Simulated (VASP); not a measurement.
# Ge3Pd in VASP: further runs, part 2 of 2

VASP 6.6.1.

### 3 Single point, PBE

This run uses another cell than the first one, of 17.70 Å³/atom, 0.996 times its volume.

Contents of INCAR:

```
SYSTEM = Ge3Pd
  ALGO = Normal
  EDIFF = 1E-7
  ENCUT = 520
  GGA = PE
  ISIF = 2
  ISMEAR = 0
  LASPH = .TRUE.
  LCHARG = .FALSE.
  LREAL = .FALSE.
  LWAVE = .FALSE.
  NBANDS = 34
  NELM = 80
  PREC = Accurate
  SIGMA = 0.1
```

Contents of KPOINTS:

```
k-points
0
G
  4 4 4
  0 0 0
```

Contents of POSCAR:

```
Ge3Pd
1.0
    4.1502175383      0.0000000000      0.0000000000
    0.0000000000      4.1502175383      0.0000000000
    0.0000000000      0.0000000000      4.1093351981
Ge Pd
3 1
Direct
    0.0000000000      0.5000000000      0.5000000000
    0.5000000000      0.0000000000      0.5000000000
    0.5000000000      0.5000000000      0.0000000000
    0.0000000000      0.0000000000      0.0000000000
```

Potentials or basis: VASP PAW PBE potentials, release 64 (Ge_d, Pd).

Run with:

```sh
> cat potpaw_PBE.64/Ge_d/POTCAR potpaw_PBE.64/Pd/POTCAR > POTCAR
> mpirun -np 1 vasp_std > vasp.out
```

OUTCAR:

```text
SYSTEM = Ge3Pd
   EDIFF = 1E-7
   ENCUT = 520
   GGA = PE
   ISIF = 2
   ISMEAR = 0
   LASPH = .TRUE.
   LREAL = .FALSE.
   NELM = 80
   PREC = Accurate

 ion  position               nearest neighbor table
   1  0.000  0.500  0.500-   3 2.92   4 2.92   3 2.92   4 2.92   4 2.92   4 2.92   3 2.92   3 2.92

   2  0.500  0.000  0.500-   3 2.92   4 2.92   3 2.92   4 2.92   3 2.92   3 2.92   4 2.92   4 2.92

   3  0.500  0.500  0.000-   1 2.92   2 2.92   1 2.92   2 2.92   2 2.92   2 2.92   1 2.92   1 2.92
                             4 2.93   4 2.93   4 2.93   4 2.93
   4  0.000  0.000  0.000-   1 2.92   2 2.92   1 2.92   2 2.92   1 2.92   1 2.92   2 2.92   2 2.92
                             3 2.93   3 2.93   3 2.93   3 2.93

  LATTYP: Found a simple tetragonal cell.
 ALAT       =     4.1502175383
 C/A-ratio  =     0.9901493500

  Lattice vectors:

 A1 = (   4.1502175383,   0.0000000000,   0.0000000000)
 A2 = (   0.0000000000,   4.1502175383,   0.0000000000)
 A3 = (   0.0000000000,   0.0000000000,   4.1093351981)

Analysis of symmetry for initial positions (statically):
[... 168 lines left out ...]

  energy without entropy =      -18.34685302  energy(sigma->0) =      -18.35571739

 E-fermi :   7.6450     XC(G=0): -11.7288

 val. band max:        7.6433704928   @ k =   0.5000   0.2500   0.0000
 cond. band min:       7.6878949917   @ k =   0.5000   0.0000   0.5000
 fundamental gap:      0.0445244988
 Fermi energy:         7.6449948226

 k-point     1 :       0.0000    0.0000    0.0000
  band No.  band energies     occupation
      1     -17.1890      2.00000
      2     -17.1890      2.00000
      3     -17.1744      2.00000
      4     -17.1701      2.00000
      5     -17.1390      2.00000
      6     -17.1201      2.00000
[... 655 lines left out ...]
     33      15.2169      0.00000
     34      20.6507      0.00000

------------------------ aborting loop because EDIFF is reached ----------------------------------------

  FORCE on cell =-STRESS in cart. coord.  units (eV):
  Direction    XX          YY          ZZ          XY          YZ          ZX
  --------------------------------------------------------------------------------------
  -------------------------------------------------------------------------------------
  Total        0.0516001      0.0516001      0.0783108      0.0000000      0.0000000     -0.0000000
  in kB        1.1680139      1.1680139      1.7726332      0.0000000      0.0000000     -0.0000000
  external PRESSURE =       1.3695537 kB  Pullay stress =       0.0000000 kB

 VOLUME and BASIS-vectors are now :
 -----------------------------------------------------------------------------
  energy-cutoff  :      520.00
  volume of cell :       70.78
      direct lattice vectors                 reciprocal lattice vectors
     4.150217538  0.000000000  0.000000000     0.240951225  0.000000000  0.000000000
     0.000000000  4.150217538  0.000000000     0.000000000  0.240951225  0.000000000
     0.000000000  0.000000000  4.109335198     0.000000000  0.000000000  0.243348365

 POSITION                                       TOTAL-FORCE (eV/Angst)
 -----------------------------------------------------------------------------------
      0.00000      2.07511      2.05467         0.000000      0.000000      0.000000
      2.07511      0.00000      2.05467         0.000000      0.000000      0.000000
      2.07511      2.07511      0.00000         0.000000      0.000000      0.000000
      0.00000      0.00000      0.00000         0.000000      0.000000      0.000000
 -----------------------------------------------------------------------------------
    total drift:                                0.000000     -0.000000     -0.000000

  FREE ENERGIE OF THE ION-ELECTRON SYSTEM (eV)
  ---------------------------------------------------
  free  energy   TOTEN  =       -18.3645817640 eV

  energy  without entropy=      -18.3468530150  energy(sigma->0) =      -18.35571739
```

stdout:

```text
POSCAR found type information on POSCAR GePd
 POSCAR found :  2 types and       4 ions
 scaLAPACK will be used
 LDA part: xc-table for (Slater+PW92), standard interpolation
 POSCAR, INCAR and KPOINTS ok, starting setup
 FFT: planning ... GRIDC
 FFT: planning ... GRID_SOFT
 FFT: planning ... GRID
 WAVECAR not read
 entering main loop
```

Wall time 28 s (1 thread of Intel Xeon Platinum 8488C (Sapphire Rapids), shared host); peak memory 0.19 GiB.

Results:

| Item | Value |
| --- | --- |
| Free energy | -18.3646 eV |
| Pressure | 0.1 GPa |
| Band gap on the k mesh | zero (band 26 reaches 7.76 eV, above the bottom of band 27 at 5.99 eV) |

Levels at points of the mesh, in eV from the Fermi level:
| k point | band 22 | band 23 | band 24 | band 25 | band 26 | band 27 | band 28 | band 29 | band 30 | band 31 |
| --- | --- | --- | --- | --- | --- | --- | --- | --- | --- | --- |
| (0.00, 0.00, 0.00) | -2.75 | -2.75 | -2.74 | -1.66 | -1.62 | 0.82 | 2.94 | 2.94 | 2.96 | 5.60 |
| (0.50, 0.00, 0.00) | -2.71 | -2.50 | -0.39 | -0.29 | -0.11 | -0.06 | 0.34 | 0.83 | 2.66 | 5.85 |
| (0.50, 0.50, 0.00) | -2.49 | -2.21 | -2.13 | -0.10 | 0.10 | 1.01 | 1.01 | 2.42 | 2.42 | 5.17 |
| (0.00, 0.00, 0.50) | -2.70 | -2.46 | -0.38 | -0.38 | -0.06 | -0.06 | 0.26 | 0.78 | 2.60 | 5.80 |
| (0.50, 0.00, 0.50) | -2.47 | -2.18 | -2.16 | -0.21 | 0.04 | 0.88 | 0.89 | 2.34 | 2.42 | 5.04 |
| (0.50, 0.50, 0.50) | -4.40 | -2.40 | -2.38 | -1.68 | -1.65 | -1.65 | -0.36 | 7.36 | 7.43 | 7.55 |

Caveat: the k points lie up to 0.38 Å⁻¹ apart.

### 4 Relaxation of cell and atoms, PBE

This run uses another cell than the first one, of 16.49 Å³/atom, 0.928 times its volume.

Contents of INCAR:

```
SYSTEM = Ge3Pd
PREC = Accurate
ENCUT = 600
EDIFF = 1E-7
ISMEAR = 0
SIGMA = 0.1
LREAL = .FALSE.
LASPH = .TRUE.
NELM = 80
ALGO = Normal
ISIF = 3
LWAVE = .FALSE.
LCHARG = .FALSE.
GGA = PE
IBRION = 2
NSW = 90
EDIFFG = -0.04
```

Contents of KPOINTS:

```
regular mesh
0
G
  4 4 4
  0 0 0
```

Contents of POSCAR:

```
Ge3Pd
1.0
    4.0401051274      0.0000000000      0.0000000000
    0.0000000000      4.0401051274      0.0000000000
    0.0000000000      0.0000000000      4.0401051274
Ge Pd
3 1
Direct
    0.0000000000      0.5000000000      0.5000000000
    0.5000000000      0.0000000000      0.5000000000
    0.5000000000      0.5000000000      0.0000000000
    0.0000000000      0.0000000000      0.0000000000
```

Run with:

```sh
> cat potpaw_PBE.64/Ge_d/POTCAR potpaw_PBE.64/Pd/POTCAR > POTCAR
> mpirun -np 1 vasp_std > vasp.out
```

Wall time 40 s (1 thread of Intel Xeon Platinum 8488C (Sapphire Rapids), shared host); peak memory 0.19 GiB.

It converged, with:

* Free energy: -18.3636 eV
* Relaxed volume: 17.73 Å³/atom
* Relaxed cell: a = 4.139 Å, b = 4.139 Å, c = 4.139 Å, α = 90.00°, β = 90.00°, γ = 90.00°
* Space group after relaxing (to 0.05 Å): Pm-3m (No. 221)
* Energy gained by relaxing: 27.1 meV/atom
* Ionic steps: 3
* Pressure after relaxing: 0.0 GPa
* Band gap on the k mesh: zero (band 26 reaches 7.73 eV, above the bottom of band 27 at 5.96 eV)

Step by step:
```csv
step,energy change (eV),largest force (eV/Å),pressure (GPa),volume (Å³)
1,0.0000,0.0000,7.26,65.94
2,-0.0861,0.0000,-2.88,73.33
3,-0.1086,0.0000,-0.03,70.93
```

Final structure:
```
CELL_PARAMETERS angstrom
4.13942 0.00000 0.00000
0.00000 4.13942 0.00000
0.00000 0.00000 4.13942
ATOMIC_POSITIONS crystal
Ge 0.00000 0.50000 0.50000
Ge 0.50000 0.00000 0.50000
Ge 0.50000 0.50000 0.00000
Pd 0.00000 0.00000 0.00000
```

Levels at points of the mesh, in eV from the Fermi level:
```tsv
k point	band 22	band 23	band 24	band 25	band 26	band 27	band 28	band 29	band 30	band 31
(0.00, 0.00, 0.00)	-2.74	-2.74	-2.74	-1.64	-1.64	0.82	2.94	2.94	2.94	5.59
(0.50, 0.00, 0.00)	-2.70	-2.48	-0.35	-0.35	-0.07	-0.07	0.31	0.81	2.64	5.84
(0.50, 0.50, 0.00)	-2.47	-2.18	-2.14	-0.18	0.07	0.92	0.92	2.39	2.39	5.08
(0.50, 0.50, 0.50)	-4.42	-2.38	-2.38	-1.66	-1.66	-1.66	-0.36	7.44	7.44	7.51
```

Caveat: the k points lie up to 0.38 Å⁻¹ apart in the final cell.

### 5 Relaxation of cell and atoms, PBE

This run uses another cell than the first one, of 16.13 Å³/atom, 0.908 times its volume.

Contents of INCAR:

```
PREC     = Accurate       # precision mode
ENCUT    = 600            # plane-wave cutoff, eV
EDIFF    = 1E-7           # SCF threshold, eV
ISMEAR   = 0              # smearing method
SIGMA    = 0.1            # smearing width, eV
LREAL    = False          # projectors in reciprocal space
LASPH    = True           # aspherical terms in the spheres
NELM     = 100            # most SCF steps
ALGO     = Normal         # electronic algorithm
ISIF     = 3              # what is computed and relaxed
LWAVE    = False          # write WAVECAR
LCHARG   = False          # write CHGCAR
GGA      = PE             # functional
IBRION   = 2              # ionic algorithm
NSW      = 90             # ionic steps
EDIFFG   = -0.04          # ionic threshold
```

Contents of KPOINTS:

```
Automatic mesh
0
Gamma
  4 4 4
```

Contents of POSCAR:

```
Ge3Pd
1.0
    4.0243087842      0.0000000000      0.0000000000
    0.0000000000      4.0243087842      0.0000000000
    0.0000000000      0.0000000000      3.9829445067
Ge Pd
3 1
Direct
    0.0000000000      0.5000000000      0.5000000000
    0.5000000000      0.0000000000      0.5000000000
    0.5000000000      0.5000000000      0.0000000000
    0.0000000000      0.0000000000      0.0000000000
```

Run with:

```sh
> cat potpaw_PBE.64/Ge_d/POTCAR potpaw_PBE.64/Pd/POTCAR > POTCAR
> mpirun -np 1 vasp_std > vasp.out
```

It took 66 s on 1 thread of Intel Xeon Platinum 8488C (Sapphire Rapids), shared host; peak memory 0.2 GiB.

Results (log left out):

```
Free energy                            : -18.3632 eV
Relaxed volume                         : 17.72 Å³/atom
Relaxed cell                           : a = 4.152 Å, b = 4.152 Å, c = 4.110 Å, α = 90.00°, β = 90.00°, γ = 90.00°
Space group after relaxing (to 0.05 Å) : Pm-3m (No. 221)
Energy gained by relaxing              : 46.6 meV/atom
Ionic steps                            : 3
Pressure after relaxing                : 0.0 GPa
Band gap on the k mesh                 : zero (band 26 reaches 7.75 eV, above the bottom of band 27 at 5.98 eV)
```

The path:
| step | energy change (eV) | largest force (eV/Å) | pressure (GPa) | volume (Å³) |
| --- | --- | --- | --- | --- |
| 1 | 0.0000 | 0.0000 | 10.12 | 64.50 |
| 2 | -0.1388 | 0.0000 | -4.01 | 74.48 |
| 3 | -0.1863 | 0.0000 | 0.04 | 70.87 |

Final structure:
```
Ge Pd
1.0
     4.15249    0.00000    0.00000
     0.00000    4.15249    0.00000
     0.00000    0.00000    4.10991
Ge Pd
3 1
Cartesian
  0.0000 2.0762 2.0550
  2.0762 0.0000 2.0550
  2.0762 2.0762 0.0000
  0.0000 0.0000 0.0000
```

Levels at points of the mesh, in eV from the Fermi level:
| k point | band 22 | band 23 | band 24 | band 25 | band 26 | band 27 | band 28 | band 29 | band 30 | band 31 |
| --- | --- | --- | --- | --- | --- | --- | --- | --- | --- | --- |
| (0.00, 0.00, 0.00) | -2.74 | -2.74 | -2.74 | -1.66 | -1.63 | 0.82 | 2.93 | 2.93 | 2.96 | 5.59 |
| (0.50, 0.00, 0.00) | -2.70 | -2.50 | -0.39 | -0.29 | -0.11 | -0.06 | 0.34 | 0.83 | 2.66 | 5.85 |
| (0.50, 0.50, 0.00) | -2.49 | -2.20 | -2.12 | -0.11 | 0.11 | 1.01 | 1.01 | 2.42 | 2.42 | 5.17 |
| (0.00, 0.00, 0.50) | -2.70 | -2.45 | -0.38 | -0.38 | -0.06 | -0.06 | 0.25 | 0.78 | 2.60 | 5.79 |
| (0.50, 0.00, 0.50) | -2.47 | -2.17 | -2.16 | -0.21 | 0.04 | 0.87 | 0.89 | 2.33 | 2.42 | 5.04 |
| (0.50, 0.50, 0.50) | -4.39 | -2.40 | -2.38 | -1.68 | -1.65 | -1.65 | -0.36 | 7.34 | 7.42 | 7.54 |

Caveat: the k points lie up to 0.38 Å⁻¹ apart in the final cell.

### 6 Summary

```tsv
task	cell	cutoff (eV)	gap on the mesh (eV)	pressure (GPa)	relaxed volume (Å³/atom)
single point	a = 4.142 Å, 4 atoms	520	none	-0.3	-
single point	a = 4.150, b = 4.150, c = 4.109 Å, 4 atoms	520	none	0.1	-
relaxation of cell and atoms	relaxed from a = 4.040 Å, 4 atoms	600	none	0.0	17.73
relaxation of cell and atoms	relaxed from a = 4.024, b = 4.024, c = 3.983 Å, 4 atoms	600	none	0.0	17.72
```

Alike in all rows: level PBE; potentials or basis VASP PAW PBE potentials, release 64 (Ge_d, Pd); no spin polarisation; k mesh 4 × 4 × 4; smearing gaussian 0.1 eV.

Caveats: all runs use coarse meshes.

Absolute energies hang on the potentials; compare differences alone.
